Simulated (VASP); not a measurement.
# Ba16O (a cell with a defect) in VASP: single point with PBE+D3(BJ)

Aim: the single point of Ba16O (a cell with a defect) with PBE+D3(BJ).

Everything below comes from runs of VASP 6.6.1. Logs are shortened: lines on timing, memory, paths and dates and some standing lists are left out, and cuts for length are marked.

## (1) The cell of the first run

The cell holds a defect, 17 atoms: a = 10.040 Å, b = 10.040 Å, c = 10.040 Å, α = 90.00°, β = 90.00°, γ = 90.00°.

## (2) Single point, PBE+D3(BJ)

INCAR reads:

```
SYSTEM = Ba16O
  ALGO = Normal
  EDIFF = 1E-6
  ENCUT = 520
  GGA = PE
  ISIF = 2
  ISMEAR = 0
  IVDW = 12
  LASPH = .TRUE.
  LCHARG = .TRUE.
  LELF = .TRUE.
  LREAL = Auto
  LVHAR = .TRUE.
  LWAVE = .FALSE.
  NBANDS = 97
  NELM = 100
  PREC = Accurate
  SIGMA = 0.15
```

KPOINTS reads:

```
k-points
0
G
  2 2 2
  0 0 0
```

POSCAR reads:

```
Ba16O
1.0
   10.0400000000      0.0000000000      0.0000000000
    0.0000000000     10.0400000000      0.0000000000
    0.0000000000      0.0000000000     10.0400000000
Ba O
16 1
Direct
   -0.0029948207      0.0034772908      0.0238400398
    0.5121436255     -0.0040117530     -0.0021471116
    0.0046336653      0.4883225100     -0.0021408367
   -0.0029997012      0.0034670319      0.4753238048
    0.2500060757      0.2312384462      0.2495668327
    0.4950492032      0.5052686255     -0.0009977092
    0.5121433267     -0.0040058765      0.5012833665
    0.7376365538      0.2628315737      0.2495551793
    0.0046344622      0.4883237052      0.5012879482
    0.2294827689      0.7710030876      0.2495743028
    0.2581802789      0.2433364542      0.7495877490
    0.4950468127      0.5052641434      0.5001424303
    0.7692034861      0.7504264940      0.2495536853
    0.7456735060      0.2548504980      0.7495845618
    0.2466067729      0.7537772908      0.7495883466
    0.7572225100      0.7422470120      0.7495823705
    0.0560286853      0.9443903386      0.2495820717
```

Potentials or basis: VASP PAW PBE potentials, release 64 (Ba_sv, O).

Command:

```console
cat potpaw_PBE.64/Ba_sv/POTCAR potpaw_PBE.64/O/POTCAR > POTCAR
mpirun -np 1 vasp_std > vasp.out
```

OUTCAR:

```text
SYSTEM = Ba16O
   EDIFF = 1E-6
   ENCUT = 520
   GGA = PE
   ISIF = 2
   ISMEAR = 0
   IVDW = 12
   LASPH = .TRUE.
   LREAL = Auto
   NELM = 100
   PREC = Accurate
 IVDW          = 12

 ion  position               nearest neighbor table
   1  0.997  0.003  0.024-  17 2.42  10 4.00   5 4.10  13 4.10   8 4.32  15 4.49  16 4.50  11 4.50
                            14 4.51   4 4.53
   2  0.512  0.996  0.998-  14 4.30   8 4.32  16 4.33  11 4.35   5 4.35  13 4.37  15 4.39  10 4.42

   3  0.005  0.488  0.998-  14 4.30   8 4.32  11 4.33  16 4.35  13 4.35   5 4.37  15 4.38  10 4.42

   4  0.997  0.003  0.475-  17 2.42  10 4.00   5 4.10  13 4.10   8 4.32  15 4.49  16 4.50  11 4.50
                            14 4.51   1 4.53
   5  0.250  0.231  0.250-   1 4.10   4 4.10   7 4.35   2 4.35   3 4.37   9 4.37   6 4.47  12 4.47
                            10 4.63
   6  0.495  0.505  0.999-   8 4.26  15 4.33  11 4.34  16 4.34  14 4.35   5 4.47  13 4.47  10 4.53

   7  0.512  0.996  0.501-  14 4.30   8 4.32  16 4.33  11 4.35   5 4.35  13 4.37  15 4.39  10 4.42

   8  0.738  0.263  0.250-   6 4.26  12 4.26   2 4.32   7 4.32   1 4.32   3 4.32   9 4.32   4 4.32

   9  0.005  0.488  0.501-  14 4.30   8 4.32  11 4.33  16 4.35  13 4.35   5 4.37  15 4.38  10 4.42

  10  0.229  0.771  0.250-  17 2.46   1 4.00   4 4.00   9 4.42   3 4.42   7 4.42   2 4.42  12 4.53
                             6 4.53   5 4.63  13 4.63
  11  0.258  0.243  0.750-   3 4.33   9 4.33   6 4.34  12 4.34   2 4.35   7 4.35   1 4.50   4 4.50

  12  0.495  0.505  0.500-   8 4.26  15 4.33  11 4.34  16 4.34  14 4.35   5 4.47  13 4.47  10 4.53

  13  0.769  0.750  0.250-   1 4.10   4 4.10   3 4.35   9 4.35   2 4.37   7 4.37   6 4.47  12 4.47
                            10 4.63
  14  0.746  0.255  0.750-   2 4.30   7 4.30   3 4.30   9 4.30   6 4.35  12 4.35   1 4.51   4 4.51

  15  0.247  0.754  0.750-   6 4.33  12 4.33   3 4.38   9 4.38   2 4.39   7 4.39   1 4.49   4 4.49

  16  0.757  0.742  0.750-   2 4.33   7 4.33   6 4.34  12 4.34   3 4.35   9 4.35   4 4.50   1 4.50

  17  0.056  0.944  0.250-   4 2.42   1 2.42  10 2.46

  LATTYP: Found a simple cubic cell.
 ALAT       =    10.0400000000

  Lattice vectors:

 A1 = (  10.0400000000,   0.0000000000,   0.0000000000)
 A2 = (   0.0000000000,  10.0400000000,   0.0000000000)
 A3 = (   0.0000000000,   0.0000000000,  10.0400000000)

Analysis of symmetry for initial positions (statically):
=====================================================================
 Subroutine PRICEL returns:
 Original cell was already a primitive cell.

 Routine SETGRP: Setting up the symmetry group for a
 simple cubic supercell.

 Subroutine GETGRP returns: Found  1 space group operations
 (whereof  1 operations were pure point group operations)
 out of a pool of 48 trial point group operations.

The static configuration has the point symmetry C_1 .

Analysis of symmetry for dynamics (positions and initial velocities):
=====================================================================
 Subroutine PRICEL returns:
 Original cell was already a primitive cell.

 Routine SETGRP: Setting up the symmetry group for a
 simple cubic supercell.

 Subroutine GETGRP returns: Found  1 space group operations
 (whereof  1 operations were pure point group operations)
 out of a pool of 48 trial point group operations.

The dynamic configuration has the point symmetry C_1 .

 Subroutine INISYM returns: Found  1 space group operations
 (whereof  1 operations are pure point group operations),
 and found     1 'primitive' translations

----------------------------------------------------------------------------------------

                                     Primitive cell

  volume of cell :    1012.0481

  direct lattice vectors                    reciprocal lattice vectors
    10.040000000  0.000000000  0.000000000     0.099601594  0.000000000  0.000000000
     0.000000000 10.040000000  0.000000000     0.000000000  0.099601594  0.000000000
     0.000000000  0.000000000 10.040000000     0.000000000  0.000000000  0.099601594

  length of vectors
    10.040000000 10.040000000 10.040000000     0.099601594  0.099601594  0.099601594

  position of ions in fractional coordinates (direct lattice)
     0.997005179  0.003477291  0.023840040
     0.512143626  0.995988247  0.997852888
     0.004633665  0.488322510  0.997859163
     0.997000299  0.003467032  0.475323805
     0.250006076  0.231238446  0.249566833
     0.495049203  0.505268626  0.999002291
[... 9 lines left out ...]
     0.757222510  0.742247012  0.749582371
     0.056028685  0.944390339  0.249582072

  ion indices of the primitive-cell ions
   primitive index   ion index
                 1           1
                 2           2
                 3           3
                 4           4
                 5           5
                 6           6
[... 9 lines left out ...]
                16          16
                17          17

----------------------------------------------------------------------------------------

 KPOINTS: k-points

Automatic generation of k-mesh.
 Grid dimensions read from file:
 generate k-points for:    2    2    2

 Generating k-lattice:

  Cartesian coordinates                     Fractional coordinates (reciprocal lattice)
     0.049800797  0.000000000  0.000000000     0.500000000  0.000000000  0.000000000
     0.000000000  0.049800797  0.000000000     0.000000000  0.500000000  0.000000000
     0.000000000  0.000000000  0.049800797     0.000000000  0.000000000  0.500000000

  Length of vectors
     0.049800797  0.049800797  0.049800797

  Shift w.r.t. Gamma in fractional coordinates (k-lattice)
     0.000000000  0.000000000  0.000000000

 Subroutine IBZKPT returns following result:
 ===========================================

 Found      8 irreducible k-points:

 Following reciprocal coordinates:
            Coordinates               Weight
  0.000000  0.000000  0.000000      1.000000
  0.500000  0.000000  0.000000      1.000000
  0.000000  0.500000  0.000000      1.000000
  0.000000  0.000000  0.500000      1.000000
  0.500000  0.500000  0.000000      1.000000
  0.000000  0.500000  0.500000      1.000000
  0.500000  0.000000  0.500000      1.000000
  0.500000  0.500000  0.500000      1.000000
   k-points           NKPTS =      8   k-points in BZ     NKDIM =      8   number of bands    NBANDS=     97
   number of dos      NEDOS =    301   number of ions     NIONS =     17
   total plane-waves  NPLWV = 512000
   dimension x,y,z NGX =    80 NGY =   80 NGZ =   80
   dimension x,y,z NGXF=   160 NGYF=  160 NGZF=  160
   ions per type =              16   1
   NGX,Y,Z   is equivalent  to a cutoff of  13.25, 13.25, 13.25 a.u.
   NGXF,Y,Z  is equivalent  to a cutoff of  26.49, 26.49, 26.49 a.u.
 SYSTEM =  Ba16O
   PREC   = accura    normal or accurate (medium, high low for compatibility)
   ISTART =      0    job   : 0-new  1-cont  2-samecut
   ICHARG =      2    charge: 1-file 2-atom 10-const
   ISPIN  =      1    spin polarized calculation?
   LNONCOLLINEAR =      F non collinear calculations
   LSORBIT =      F    spin-orbit coupling
   LASPH  =      T    aspherical Exc in radial PAW
   ENCUT  =  520.0 eV  38.22 Ry    6.18 a.u.  18.67 18.67 18.67*2*pi/ulx,y,z
   NELM   =    100;   NELMIN=  2; NELMDL= -5     # of ELM steps
   EDIFF  = 0.1E-05   stopping-criterion for ELM
   LREAL  =      T    real-space projection
   EDIFFG = 0.1E-04   stopping-criterion for IOM
   NSW    =      0    number of steps for IOM
[... 5 lines left out ...]
   TEBEG  =    0.0;   TEEND  =   0.0 temperature during run
   PSTRESS=    0.0 pullay stress
   NELECT =     166.0000    total number of electrons
   NUPDOWN=      -1.0000    fix difference up-down
   EMIN   =  10.00;   EMAX   =-10.00  energy-range for DOS
   EFERMI =   0.00;   METHOD = LEGACY
   ISMEAR =     0;   SIGMA  =   0.15  broadening in eV -4-tet -1-fermi 0-gaus
   EFERMI_NEDOS =   21; number of points for ismear=-14 and -15
   IALGO  =     38    algorithm
   IMIX   =      4    mixing-type and parameters
     AMIX     =   0.40;   BMIX     =  1.00
     AMIX_MAG =   1.60;   BMIX_MAG =  1.00
  volume/ion in A,a.u.               =      59.53       401.74
  Fermi-wavevector in a.u.,A,eV,Ry     =   0.896143  1.693464 10.926453  0.803072
  Thomas-Fermi vector in A             =   2.018564
   LORBIT       =      0    0 simple, 1 ext, 2 COOP (PROOUT), +10 PAW based schemes
   GGA     = PE    functional components
   LHFCALC =     F    Hartree Fock is set to
   AEXX    =    0.0000 exact exchange contribution
   IVDW    =    12    specifies the selected vdW correction
   LEPSILON=     F    determine dielectric tensor
   LRPA    =     F    only Hartree local field effects (RPA)
 non-spin polarized calculation
 Gauss-broadening in eV      SIGMA  =   0.15
  energy-cutoff  :      520.00
  volume of cell :     1012.05
 maximum number of plane-waves:     27278
 NGX is ok and might be reduce to    80
   NGX = 37   NGY = 37   NGZ = 37

 number of electron     165.9999998 magnetization

 Free energy of the ion-electron system (eV)
  ---------------------------------------------------
  ext. energy  EPLUGINS =         0.00000000
  ---------------------------------------------------
  free energy    TOTEN  =       -40.03559534 eV

  energy without entropy =      -39.89391069  energy(sigma->0) =      -39.96475302

 E-fermi :   1.6879     XC(G=0):  -7.4202

 val. band max:        1.6569073629   @ k =   0.5000   0.0000   0.0000
 cond. band min:       1.7036063014   @ k =   0.5000   0.0000   0.5000
 fundamental gap:      0.0466989384
 Fermi energy:         1.6879460465

 k-point     1 :       0.0000    0.0000    0.0000
  band No.  band energies     occupation
      1     -27.3062      2.00000
      2     -27.3031      2.00000
      3     -27.2484      2.00000
      4     -27.2364      2.00000
      5     -27.2255      2.00000
      6     -27.2233      2.00000
[... 87 lines left out ...]
     94       2.4773      0.00000
     95       2.4838      0.00000

 k-point     2 :       0.5000    0.0000    0.0000
  band No.  band energies     occupation
      1     -27.3050      2.00000
      2     -27.3040      2.00000
      3     -27.2457      2.00000
      4     -27.2387      2.00000
      5     -27.2267      2.00000
      6     -27.2246      2.00000
[... 675 lines left out ...]
     94       2.2016      0.00000
     95       2.2244      0.00000
 [bands above 95 left out]

------------------------ aborting loop because EDIFF is reached ----------------------------------------

 Edisp (eV)   -3.26834

 E8    (eV) :    -1.8672

  FORCE on cell =-STRESS in cart. coord.  units (eV):
  Direction    XX          YY          ZZ          XY          YZ          ZX
  --------------------------------------------------------------------------------------
  -------------------------------------------------------------------------------------
  Total      -1.37325    -1.37306    -1.14409    -0.76024     0.00019     0.00018
  in kB      -2.17400    -2.17370    -1.81121    -1.20353     0.00030     0.00029
  external pressure =       -2.05 kB  Pullay stress =        0.00 kB

 VOLUME and BASIS-vectors are now :
 -----------------------------------------------------------------------------
  energy-cutoff  :      520.00
  volume of cell :     1012.05
      direct lattice vectors                 reciprocal lattice vectors
    10.040000000  0.000000000  0.000000000     0.099601594  0.000000000  0.000000000
     0.000000000 10.040000000  0.000000000     0.000000000  0.099601594  0.000000000
     0.000000000  0.000000000 10.040000000     0.000000000  0.000000000  0.099601594

 POSITION                                       TOTAL-FORCE (eV/Angst)
 -----------------------------------------------------------------------------------
     10.00993      0.03491      0.23935        -0.077697      0.077765     -0.295806
      5.14192      9.99972     10.01844        -0.008738     -0.005358      0.004250
      0.04652      4.90276     10.01851         0.002735      0.008741      0.003873
     10.00988      0.03481      4.77225        -0.078684      0.077273      0.295830
      2.51006      2.32163      2.50565         0.002737     -0.000476     -0.001490
      4.97029      5.07290     10.02998        -0.004215      0.006467      0.000865
[... 9 lines left out ...]
      7.60251      7.45216      7.52581         0.003109      0.001641     -0.000062
      0.56253      9.48168      2.50580        -0.027593      0.026976     -0.001134
 -----------------------------------------------------------------------------------
    total drift:                               -0.000699     -0.001829     -0.006597

  FREE ENERGIE OF THE ION-ELECTRON SYSTEM (eV)
  ---------------------------------------------------
  free  energy   TOTEN  =       -43.3039355551 eV

  energy  without entropy=      -43.1622509077  energy(sigma->0) =      -43.23309323
```

It took 12 min on 1 thread of Intel Xeon Platinum 8559C (Emerald Rapids), shared host; peak memory 1.2 GiB.

Results:

| Quantity | Value |
| --- | --- |
| Free energy | -43.3039 eV |
| Pressure | -0.2 GPa |
| Largest force | 0.316 eV/Å |
| Band gap on the k mesh | zero (bands 83 and 84 overlap by 0.43 eV) |
| Dispersion energy per atom | -0.192 eV |

Forces in eV/Å, atoms in the order of the input:
```
Ba  -0.078  0.078 -0.296
Ba  -0.009 -0.005  0.004
Ba   0.003  0.009  0.004
Ba  -0.079  0.077  0.296
Ba   0.003  0.000 -0.001
Ba  -0.004  0.006  0.001
Ba  -0.008 -0.005 -0.003
Ba   0.005 -0.004  0.000
Ba   0.002  0.007 -0.004
Ba   0.195 -0.196  0.001
Ba  -0.002 -0.005  0.000
Ba  -0.004  0.006 -0.001
Ba   0.001 -0.001  0.000
Ba   0.001 -0.001  0.001
Ba  -0.003  0.004  0.001
Ba   0.003  0.002  0.000
O   -0.028  0.027 -0.001
```

Caveat: spin-orbit coupling is left out, which moves the levels of the heavy elements.

The gap in the log of VASP goes by the Fermi energy; the results here count the filled bands.